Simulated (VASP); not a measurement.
# MgS (Niningerite) (Fm-3m) in VASP: notebook

Aim: see how the results for MgS (Niningerite) move with the level of theory and the settings. Levels: PBE, r2SCAN. Tasks: single point.

Program: VASP 6.6.1. These are calculated values, not measurements. Logs are shortened: lines on timing, memory, paths and dates and some standing lists are left out, and cuts for length are marked.

## 1. The cell of the first run

It takes space group Fm-3m (No. 225, cubic). Conventional cell: a = 5.305 Å, b = 5.305 Å, c = 5.305 Å, α = 90.00°, β = 90.00°, γ = 90.00°. Within 3.5 Å of S (site symmetry m-3m) lie 6 Mg at 2.65 Å. Mg (site symmetry m-3m) has 6 S at 2.65 Å within 3.5 Å.

## 2. Single point, PBE

Contents of INCAR:

```
  PREC = Accurate
  ENCUT = 520
  EDIFF = 1E-6
  ISMEAR = -1
  SIGMA = 0.05
  LREAL = False
  LASPH = True
  NELM = 60
  ALGO = Normal
  ISIF = 2
  LWAVE = False
  LCHARG = False
  GGA = PE
  NBANDS = 11
```

Contents of KPOINTS:

```
regular mesh
0
Gamma
  9 9 9
```

Contents of POSCAR:

```
MgS
1.0
    0.0000000000      2.6526756995      2.6526756995
    2.6526756995      0.0000000000      2.6526756995
    2.6526756995      2.6526756995      0.0000000000
S Mg
1 1
Direct
    0.5000000000      0.5000000000      0.5000000000
    0.0000000000      0.0000000000      0.0000000000
```

Potentials or basis: VASP PAW PBE potentials, release 64 (S, Mg).

Command:

```bash
cat potpaw_PBE.64/S/POTCAR potpaw_PBE.64/Mg/POTCAR > POTCAR
mpirun -np 1 vasp_std > vasp.out
```

OUTCAR:

```text
PREC = Accurate
   ENCUT = 520
   EDIFF = 1E-6
   ISMEAR = -1
   LREAL = False
   LASPH = True
   NELM = 60
   ISIF = 2
   GGA = PE

 ion  position               nearest neighbor table
   1  0.500  0.500  0.500-   2 2.65   2 2.65   2 2.65   2 2.65   2 2.65   2 2.65
   2  0.000  0.000  0.000-   1 2.65   1 2.65   1 2.65   1 2.65   1 2.65   1 2.65

  LATTYP: Found a face centered cubic cell.
 ALAT       =     5.3053513990

  Lattice vectors:

 A1 = (   0.0000000000,   2.6526756995,   2.6526756995)
 A2 = (   2.6526756995,   0.0000000000,   2.6526756995)
 A3 = (   2.6526756995,   2.6526756995,   0.0000000000)

Analysis of symmetry for initial positions (statically):
[... 33 lines left out ...]
                                     Primitive cell

  volume of cell :      37.3321

  direct lattice vectors                    reciprocal lattice vectors
     0.000000000  2.652675700  2.652675700    -0.188488928  0.188488928  0.188488928
     2.652675700  0.000000000  2.652675700     0.188488928 -0.188488928  0.188488928
     2.652675700  2.652675700  0.000000000     0.188488928  0.188488928 -0.188488928

  length of vectors
     3.751449951  3.751449951  3.751449951     0.326472401  0.326472401  0.326472401

  position of ions in fractional coordinates (direct lattice)
[... 8 lines left out ...]
----------------------------------------------------------------------------------------

 KPOINTS: regular mesh

Automatic generation of k-mesh.
 Grid dimensions read from file:
 generate k-points for:    9    9    9

 Generating k-lattice:

  Cartesian coordinates                     Fractional coordinates (reciprocal lattice)
    -0.020943214  0.020943214  0.020943214     0.111111111  0.000000000  0.000000000
     0.020943214 -0.020943214  0.020943214     0.000000000  0.111111111  0.000000000
     0.020943214  0.020943214 -0.020943214     0.000000000  0.000000000  0.111111111

  Length of vectors
     0.036274711  0.036274711  0.036274711

  Shift w.r.t. Gamma in fractional coordinates (k-lattice)
     0.000000000  0.000000000  0.000000000

 Subroutine IBZKPT returns following result:
 ===========================================

 Found     35 irreducible k-points:

 Following reciprocal coordinates:
            Coordinates               Weight
  0.000000  0.000000  0.000000      1.000000
  0.111111  0.000000  0.000000      8.000000
  0.222222  0.000000  0.000000      8.000000
  0.333333  0.000000  0.000000      8.000000
  0.444444  0.000000  0.000000      8.000000
  0.111111  0.111111  0.000000      6.000000
[... 16 lines left out ...]
 -0.333333  0.333333  0.000000     12.000000
  0.444444  0.444444  0.000000      6.000000
 [... further k-points ...]
   k-points           NKPTS =     35   k-points in BZ     NKDIM =     35   number of bands    NBANDS=     11
   number of dos      NEDOS =    301   number of ions     NIONS =      2
   total plane-waves  NPLWV =  21952
   dimension x,y,z NGX =    28 NGY =   28 NGZ =   28
   dimension x,y,z NGXF=    56 NGYF=   56 NGZF=   56
   ions per type =               1   1
   NGX,Y,Z   is equivalent  to a cutoff of  12.41, 12.41, 12.41 a.u.
   NGXF,Y,Z  is equivalent  to a cutoff of  24.82, 24.82, 24.82 a.u.
 SYSTEM =  unknown system
   PREC   = accura    normal or accurate (medium, high low for compatibility)
   ISTART =      0    job   : 0-new  1-cont  2-samecut
   ICHARG =      2    charge: 1-file 2-atom 10-const
   ISPIN  =      1    spin polarized calculation?
   LNONCOLLINEAR =      F non collinear calculations
   LSORBIT =      F    spin-orbit coupling
   LASPH  =      T    aspherical Exc in radial PAW
   ENCUT  =  520.0 eV  38.22 Ry    6.18 a.u.   6.98  6.98  6.98*2*pi/ulx,y,z
   NELM   =     60;   NELMIN=  2; NELMDL= -5     # of ELM steps
   EDIFF  = 0.1E-05   stopping-criterion for ELM
   LREAL  =      F    real-space projection
   EDIFFG = 0.1E-04   stopping-criterion for IOM
   NSW    =      0    number of steps for IOM
   IBRION =     -1    ionic relax: 0-MD 1-quasi-New 2-CG
[... 8 lines left out ...]
   EMIN   =  10.00;   EMAX   =-10.00  energy-range for DOS
   EFERMI =   0.00;   METHOD = LEGACY
   ISMEAR =    -1;   SIGMA  =   0.05  broadening in eV -4-tet -1-fermi 0-gaus
   EFERMI_NEDOS =   21; number of points for ismear=-14 and -15
   IALGO  =     38    algorithm
   IMIX   =      4    mixing-type and parameters
     AMIX     =   0.40;   BMIX     =  1.00
     AMIX_MAG =   1.60;   BMIX_MAG =  1.00
  volume/ion in A,a.u.               =      18.67       125.96
  Fermi-wavevector in a.u.,A,eV,Ry     =   0.979664  1.851297 13.058088  0.959742
  Thomas-Fermi vector in A             =   2.110535
   LORBIT       =      0    0 simple, 1 ext, 2 COOP (PROOUT), +10 PAW based schemes
   GGA     = PE    functional components
   LHFCALC =     F    Hartree Fock is set to
   AEXX    =    0.0000 exact exchange contribution
   IVDW    =     0    specifies the selected vdW correction
   LEPSILON=     F    determine dielectric tensor
   LRPA    =     F    only Hartree local field effects (RPA)
 non-spin polarized calculation
  energy-cutoff  :      520.00
  volume of cell :       37.33
 maximum number of plane-waves:      1018
   NGX = 13   NGY = 13   NGZ = 13

 number of electron       8.0000001 magnetization

 Free energy of the ion-electron system (eV)
  ---------------------------------------------------
  ext. energy  EPLUGINS =         0.00000000
  ---------------------------------------------------
  free energy    TOTEN  =        -8.48576873 eV

  energy without entropy =       -8.48576873  energy(sigma->0) =       -8.48576873

 E-fermi :   4.2860     XC(G=0):  -9.4504

 val. band max:        3.2221620329   @ k =   0.0000   0.0000   0.0000
 cond. band min:       5.9954095817   @ k =   0.4444   0.4444   0.0000
 fundamental gap:      2.7732475488
 Fermi energy:         4.2860462986

 k-point     1 :       0.0000    0.0000    0.0000
  band No.  band energies     occupation
      1      -9.1271      2.00000
      2       3.2222      2.00000
      3       3.2222      2.00000
      4       3.2222      2.00000
      5       6.4890      0.00000
      6      11.2056      0.00000
      7      11.2056      0.00000
      8      11.2056      0.00000
      9      13.5017      0.00000
     10      13.5017      0.00000
     11      15.6175      0.00000

 k-point     2 :       0.1111    0.0000    0.0000
  band No.  band energies     occupation
      1      -9.0181      2.00000
      2       2.3844      2.00000
      3       3.1504      2.00000
      4       3.1504      2.00000
      5       7.1850      0.00000
      6      10.8848      0.00000
      7      11.3982      0.00000
      8      11.3982      0.00000
      9      12.8963      0.00000
     10      12.8963      0.00000
     11      15.5564      0.00000

 k-point     3 :       0.2222    0.0000    0.0000
  band No.  band energies     occupation
      1      -8.7178      2.00000
      2       0.9152      2.00000
      3       2.9827      2.00000
      4       2.9827      2.00000
      5       7.9093      0.00000
      6      11.0007      0.00000
      7      11.1443      0.00000
      8      11.1443      0.00000
      9      13.1091      0.00000
     10      13.1091      0.00000
     11      14.8743      0.00000

 k-point     4 :       0.3333    0.0000    0.0000
  band No.  band energies     occupation
      1      -8.3193      2.00000
      2      -0.4025      2.00000
      3       2.8120      2.00000
      4       2.8120      2.00000
      5       7.8698      0.00000
      6      10.4839      0.00000
      7      10.4839      0.00000
      8      12.0450      0.00000
      9      14.4650      0.00000
     10      14.5834      0.00000
     11      14.5834      0.00000

 k-point     5 :       0.4444    0.0000    0.0000
  band No.  band energies     occupation
      1      -8.0113      2.00000
      2      -1.1995      2.00000
      3       2.7098      2.00000
      4       2.7098      2.00000
      5       7.7075      0.00000
      6      10.1034      0.00000
      7      10.1034      0.00000
      8      12.6565      0.00000
      9      14.8911      0.00000
     10      16.5878      0.00000
     11      16.5878      0.00000
[... 211 lines left out ...]
 k-point    21 :       0.4444    0.3333    0.0000
  band No.  band energies     occupation
      1      -7.8301      2.00000
      2      -0.3528      2.00000
      3       1.4890      2.00000
      4       1.8674      2.00000
      5       6.6970      0.00000
      6       8.4605      0.00000
      7      12.8962      0.00000
      8      13.7239      0.00000
      9      15.3332      0.00000
     10      16.8493      0.00000
     11      19.4728      0.00000

 k-point    22 :      -0.4444    0.3333    0.0000
  band No.  band energies     occupation
      1      -7.6725      2.00000
      2      -0.3836      2.00000
      3       0.6423      2.00000
      4       1.9420      2.00000
      5       6.9726      0.00000
      6       9.5200      0.00000
      7      12.8032      0.00000
      8      12.8048      0.00000
      9      15.0926      0.00000
     10      17.1788      0.00000
     11      19.2177      0.00000

 k-point    23 :      -0.3333    0.3333    0.0000
  band No.  band energies     occupation
      1      -7.6986      2.00000
      2      -0.1694      2.00000
      3       0.1521      2.00000
      4       2.1841      2.00000
      5       7.5673      0.00000
      6      10.6960      0.00000
      7      11.9145      0.00000
      8      12.2287      0.00000
      9      14.5429      0.00000
     10      15.5364      0.00000
     11      19.3253      0.00000

 k-point    24 :       0.4444    0.4444    0.0000
  band No.  band energies     occupation
      1      -7.6941      2.00000
      2      -0.5926      2.00000
      3       1.7021      2.00000
      4       1.7021      2.00000
      5       5.9954      0.00000
      6       7.8434      0.00000
      7      14.3154      0.00000
      8      15.7009      0.00000
      9      15.7009      0.00000
     10      15.7605      0.00000
     11      19.1512      0.00000

 [... further k-points ...]
[... 5 lines left out ...]
  --------------------------------------------------------------------------------------
  -------------------------------------------------------------------------------------
  Total       -0.7443922     -0.7443922     -0.7443922      0.0000000      0.0000000      0.0000000
  in kB      -31.9469870    -31.9469870    -31.9469870      0.0000000      0.0000000      0.0000000
  external PRESSURE =     -31.9469870 kB  Pullay stress =       0.0000000 kB

 VOLUME and BASIS-vectors are now :
 -----------------------------------------------------------------------------
  energy-cutoff  :      520.00
  volume of cell :       37.33
      direct lattice vectors                 reciprocal lattice vectors
     0.000000000  2.652675700  2.652675700    -0.188488928  0.188488928  0.188488928
     2.652675700  0.000000000  2.652675700     0.188488928 -0.188488928  0.188488928
     2.652675700  2.652675700  0.000000000     0.188488928  0.188488928 -0.188488928

 POSITION                                       TOTAL-FORCE (eV/Angst)
 -----------------------------------------------------------------------------------
      2.65268      2.65268      2.65268        -0.000000     -0.000000     -0.000000
      0.00000      0.00000      0.00000         0.000000      0.000000      0.000000
 -----------------------------------------------------------------------------------
    total drift:                                0.000000      0.000000      0.000000

  FREE ENERGIE OF THE ION-ELECTRON SYSTEM (eV)
  ---------------------------------------------------
  free  energy   TOTEN  =        -8.4857687335 eV

  energy  without entropy=       -8.4857687335  energy(sigma->0) =       -8.48576873
```

Run time: 9.7 s. Hardware: 1 thread of Intel Xeon Platinum 8488C (Sapphire Rapids), shared host; peak memory 0.16 GiB.

What came out:

```
Free energy            : -8.4858 eV
Pressure               : -3.2 GPa
Band gap on the k mesh : 2.77 eV, indirect (least direct gap 3.27 eV)
```

A k mesh can miss the band edges.

## 3. Single point, r2SCAN

This run uses another cell than the first one, of 16.55 Å³/atom, 0.887 times its volume.

Contents of POSCAR:

```
MgS
1.0
    0.0000000000      2.5485401997      2.5485401997
    2.5485401997      0.0000000000      2.5485401997
    2.5485401997      2.5485401997      0.0000000000
S Mg
1 1
Direct
    0.5000000000      0.5000000000      0.5000000000
    0.0000000000      0.0000000000      0.0000000000
```

Contents of INCAR.step1:

```
SYSTEM = MgS
ALGO = Normal ; EDIFF = 1E-4
ENCUT = 520 ; GGA = PE
ISMEAR = -1 ; LASPH = .True.
LCHARG = .False. ; LREAL = .False.
LWAVE = .True. ; NBANDS = 11
NELM = 80 ; PREC = Accurate
SIGMA = 0.05
```

Contents of INCAR.step2:

```
SYSTEM = MgS
ALGO = Normal ; EDIFF = 1E-6
ENCUT = 520 ; ISIF = 2
ISMEAR = -1 ; ISTART = 1
LASPH = .True. ; LCHARG = .False.
LMIXTAU = .True. ; LREAL = .False.
LWAVE = .False. ; METAGGA = R2SCAN
NBANDS = 11 ; NELM = 80
PREC = Accurate ; SIGMA = 0.05
```

Contents of KPOINTS:

```
k-points
0
Gamma
  9 9 9
  0 0 0
```

Potentials or basis: VASP PAW PBE potentials, release 64 (S, Mg).

Command:

```bash
cat potpaw_PBE.64/S/POTCAR potpaw_PBE.64/Mg/POTCAR > POTCAR
cp INCAR.step1 INCAR
mpirun -np 1 vasp_std > vasp.out
cp INCAR.step2 INCAR
mpirun -np 1 vasp_std > vasp.out
```

It took 39 s on 1 thread of Intel Xeon Platinum 8488C (Sapphire Rapids), shared host; peak memory 0.17 GiB.

Results (log left out):

| Quantity | Value |
| --- | --- |
| Free energy | -15.4818 eV |
| Pressure | 5.1 GPa |
| Band gap on the k mesh | 3.70 eV, indirect (least direct gap 5.16 eV) |

Levels at points of the mesh, in eV from the valence-band top:
| k point | band 1 | band 2 | band 3 | band 4 | band 5 | band 6 | band 7 | band 8 |
| --- | --- | --- | --- | --- | --- | --- | --- | --- |
| (0.00, 0.00, 0.00) | -13.56 | 0.00 | 0.00 | 0.00 | 5.16 | 8.48 | 8.48 | 8.48 |

Caveat: the PAW data sets were made with another functional, which shifts forces and pressure a little.

## 4. Single point, r2SCAN

This run uses another cell than the first one, of 16.91 Å³/atom, 0.906 times its volume.

Contents of POSCAR:

```
MgS
1.0
    0.0000000000      2.5664882573      2.5664882573
    2.5664882573      0.0000000000      2.5664882573
    2.5664882573      2.5664882573      0.0000000000
S Mg
1 1
Direct
    0.5000000000      0.5000000000      0.5000000000
    0.0000000000      0.0000000000      0.0000000000
```

Contents of INCAR.step1:

```
  ALGO = Normal
  EDIFF = 1E-4
  ENCUT = 520
  GGA = PE
  ISMEAR = -1
  LASPH = True
  LCHARG = False
  LREAL = False
  LWAVE = True
  NBANDS = 11
  NELM = 80
  PREC = Accurate
  SIGMA = 0.05
```

Contents of INCAR.step2:

```
  ALGO = Normal
  EDIFF = 1E-6
  ENCUT = 520
  ISIF = 2
  ISMEAR = -1
  ISTART = 1
  LASPH = True
  LCHARG = False
  LMIXTAU = True
  LREAL = False
  LWAVE = False
  METAGGA = R2SCAN
  NBANDS = 11
  NELM = 80
  PREC = Accurate
  SIGMA = 0.05
```

Contents of KPOINTS:

```
k-points
0
Gamma
  9 9 9
```

Command:

```bash
cat potpaw_PBE.64/S/POTCAR potpaw_PBE.64/Mg/POTCAR > POTCAR
cp INCAR.step1 INCAR
mpirun -np 1 vasp_std > vasp.out
cp INCAR.step2 INCAR
mpirun -np 1 vasp_std > vasp.out
```

Run time: 44 s. Hardware: 1 thread of Intel Xeon Platinum 8488C (Sapphire Rapids), shared host; peak memory 0.17 GiB.

The run converged. Its results:

```
Free energy            : -15.4996 eV
Pressure               : 3.0 GPa
Band gap on the k mesh : 3.65 eV, indirect (least direct gap 4.97 eV)
```

Levels at points of the mesh, in eV from the valence-band top:
| k point | band 1 | band 2 | band 3 | band 4 | band 5 | band 6 | band 7 | band 8 | band 9 |
| --- | --- | --- | --- | --- | --- | --- | --- | --- | --- |
| (0.00, 0.00, 0.00) | -13.43 | 0.00 | 0.00 | 0.00 | 4.97 | 8.50 | 8.50 | 8.50 | 10.99 |

Caveat: the PAW data sets were made with another functional, which shifts forces and pressure a little.

(Part 1 of 2 ends here.)
